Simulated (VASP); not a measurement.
## Be3TeO2: relaxation of cell and atoms with PBE

The system is Be3TeO2.

```
Be Te O
1.0
     5.40434    0.00000    0.00000
    -2.70217    4.68030    0.00000
     0.00000    0.00000    4.99426
Be Te O
3 1 2
Direct
  0.50000 0.00000 0.50000
  0.00000 0.50000 0.50000
  0.50000 0.50000 0.50000
  0.00000 0.00000 0.50000
  0.33333 0.66667 0.50000
  0.66667 0.33333 0.50000
```

The cell was built from a structure type or drawn by symmetry, and may not be a known phase.

* Program: VASP 6.6.1
* Task: relaxation of cell and atoms
* Functional: PBE
* Potentials or basis: VASP PAW PBE potentials, release 64 (Be, Te, O)
* Cutoff: 600 eV
* k mesh: 6 × 6 × 6
* Occupations: gaussian, width 0.02 eV
* Spin: no spin polarisation
* Dipole correction: no
* Further INCAR settings: ALGO = Normal; EDIFF = 1e-06; IBRION = 2; EDIFFG = -0.01; NSW = 100; ISIF = 3

```yaml
Relaxed_cell: a = 5.404 Å, b = 5.404 Å, c = 5.547 Å, α = 90.00°, β = 90.00°, γ = 120.00°
Space_group_after_relaxing_to_0.1_Å: P6/mmm (No. 191)
Energy_gained_by_relaxing: 1.3 meV/atom
Ionic_steps: 12
Pressure_after_relaxing: 0.0 GPa
Band_gap_on_the_k_mesh: 2.46 eV
```

The path:
| step | energy change (eV) | largest force (eV/Å) | pressure (GPa) | volume (Å³) |
| --- | --- | --- | --- | --- |
| 1 | 0.0000 | 0.0000 | 0.01 | 126.32 |
| 2 | -0.0002 | 0.0000 | 0.11 | 126.35 |
| 3 | -0.0003 | 0.0000 | 0.22 | 126.37 |
| 4 | -0.0004 | 0.0000 | 0.22 | 126.44 |
| 5 | -0.0006 | 0.0000 | 0.22 | 126.66 |
| 6 | -0.0011 | 0.0000 | 0.21 | 127.09 |
| 7 | -0.0020 | 0.0000 | 0.20 | 127.95 |
| 8 | -0.0035 | 0.0000 | 0.20 | 129.67 |
| 9 | -0.0057 | 0.0000 | 0.18 | 133.12 |
| 10 | -0.0076 | 0.0000 | 0.15 | 140.02 |
| 11 | 0.0020 | 0.0000 | -1.09 | 142.32 |
| 12 | -0.0078 | 0.0000 | 0.00 | 140.29 |

Final structure:
```yaml
crystal:
  lattice:
    - [5.40407, 0.00000, 0.00000]
    - [-2.70204, 4.68006, 0.00000]
    - [0.00000, 0.00000, 5.54696]
  atoms:
    - { symbol: Be, position: [0.50000, 0.00000, 0.50000] }
    - { symbol: Be, position: [0.00000, 0.50000, 0.50000] }
    - { symbol: Be, position: [0.50000, 0.50000, 0.50000] }
    - { symbol: Te, position: [0.00000, 0.00000, 0.50000] }
    - { symbol: O, position: [0.33333, 0.66667, 0.50000] }
    - { symbol: O, position: [0.66667, 0.33333, 0.50000] }
```

Levels at points of the mesh, in eV from the valence-band top:
| k point | band 10 | band 11 | band 12 | band 13 | band 14 | band 15 |
| --- | --- | --- | --- | --- | --- | --- |
| (0.00, 0.00, 0.00) | -1.48 | -1.48 | 0.00 | 2.46 | 5.00 | 5.00 |
| (0.50, 0.00, 0.00) | -1.73 | -0.74 | -0.30 | 3.40 | 4.40 | 4.86 |
| (0.00, 0.00, 0.50) | -1.46 | -1.46 | -0.43 | 3.91 | 4.64 | 4.64 |
| (0.50, 0.00, 0.50) | -1.66 | -0.71 | -0.70 | 3.75 | 3.84 | 3.88 |

It took 7.6 min on 1 thread of Intel(R) Xeon(R) Platinum 8488C (Sapphire Rapids) (shared host), peak memory 0.36 GiB.

Caveat: spin-orbit coupling is left out, which moves the levels of the heavy elements. A k mesh can miss the band edges.
